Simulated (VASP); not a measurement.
Set up this calculation in VASP 6.6.1, as the native input.

```yaml
Task: single point
Functional: PBEsol
Potentials_or_basis: VASP PAW PBE potentials, release 64 (O, C)
Cutoff: 520 eV
k_mesh: 8 × 8 × 4
Occupations: fermi-dirac, width 0.05 eV
Spin: no spin polarisation
Dipole_correction: no
Further_INCAR_settings: ALGO = Normal; EDIFF = 1e-06; NBANDS = 25
```

The structure of CO2 lies in POSCAR:

```
CO2
1.0
    2.6876088889     -2.4342013431      0.0000000000
    2.6876088889      2.4342013431      0.0000000000
    0.0000000000      0.0000000000      6.7163680018
O C
4 2
Direct
    0.3065085700      0.6934914300      0.6081566100
    0.6934914300      0.3065085700      0.3918433900
    0.1934914300      0.8065085700      0.1081566100
    0.8065085700      0.1934914300      0.8918433900
    0.5000000000      0.5000000000      0.5000000000
    0.0000000000      0.0000000000      0.0000000000
```

This cell differs from its parent crystal: volume scaled by 1.06.

These files were run (other wordings do the same):

INCAR

```
ALGO = Normal
EDIFF = 1E-6
ENCUT = 520
GGA = PS
ISIF = 2
ISMEAR = -1
LASPH = T
LCHARG = F
LREAL = F
LWAVE = F
NBANDS = 25
NELM = 80
PREC = Accurate
SIGMA = 0.05
```

KPOINTS

```
k-points
0
Gamma
  8 8 4
```

Potentials or basis: VASP PAW PBE potentials, release 64 (O, C).

Command:

```console
$ cat potpaw_PBE.64/O/POTCAR potpaw_PBE.64/C/POTCAR > POTCAR
$ mpirun -np 1 vasp_std > vasp.out
```

Results of the run:

```json
{
 "Pressure": "-4.2 GPa",
 "Largest force": "1.615 eV/Å",
 "Band gap on the k mesh": "6.29 eV, indirect (least direct gap 6.80 eV)"
}
```

Caveat: the PAW data sets were made with another functional, which shifts forces and pressure a little.

Wall time 110 s on 1 thread of Intel(R) Xeon(R) Platinum 8259CL CPU @ 2.50GHz (Skylake/Cascade Lake) (shared host), peak memory 0.24 GiB.
